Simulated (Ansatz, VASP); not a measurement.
**Ir in VASP and in Ansatz**

File INCAR:

```
PREC = Accurate
ENCUT = 520
EDIFF = 1E-7
ISMEAR = -1
SIGMA = 0.1
LREAL = False
LASPH = True
NELM = 80
ALGO = Normal
ISIF = 2
LWAVE = False
LCHARG = False
GGA = B5
ALDAX = 1.0
AGGAX = 1.0
AGGAC = 1.0
ALDAC = 0.0
NBANDS = 10
```

The input KPOINTS:

```
regular mesh
0
Gamma
  16 16 16
```

File POSCAR:

```
Ir
1.0
   -1.6442558789      1.6442558789      1.6442558789
    1.6442558789     -1.6442558789      1.6442558789
    1.6442558789      1.6442558789     -1.6442558789
Ir
1
Direct
    0.0000000000      0.0000000000      0.0000000000
```

Input for Ansatz:

```yaml
crystal:
  lattice:
    - [-1.6442558789, 1.6442558789, 1.6442558789]
    - [1.6442558789, -1.6442558789, 1.6442558789]
    - [1.6442558789, 1.6442558789, -1.6442558789]
  atoms:
    - { symbol: Ir, position: [0.0, 0.0, 0.0] }
hamiltonian:
  xc: blyp
  pseudopotentials:
    kind: paw
    azcp:
      Ir: "pseudopotentials/Ir.paw.azcp"
basis:
  ecutwfc: 420
  fft_grid_basis: typed
kpoints:
  mp_grid: { grid: [16, 16, 16], shift: [0, 0, 0] }
magnetization:
  spin_polarized: false
scf:
  occupations: { method: fermi_dirac, width: 0.1 }
  lower_state_search: "off"
output:
  stress: true
```

Alike in both runs: task single point; functional BLYP; k mesh 16 × 16 × 16; occupations fermi-dirac, width 0.1 eV; no spin polarisation.

|  | VASP | Ansatz |
| --- | --- | --- |
| version | VASP 6.6.1 | Ansatz 0.2.0 |
| potentials or method | VASP PAW PBE potentials, release 64 (Ir), cutoff 520 eV | plane waves (420 eV) with PAW, scalar-relativistic |
| valence electrons in the cell | 9 | 17 |

```tsv
	VASP	Ansatz	Ansatz less VASP
pressure (GPa)	-20.2	-21.4	-1.21
```

VASP's potentials were made for PBE, not for BLYP. VASP's potentials hold 9 valence electrons a cell and Ansatz's 17, so a difference there can come from the potentials and not from the codes.

Neither program's run includes spin-orbit coupling.
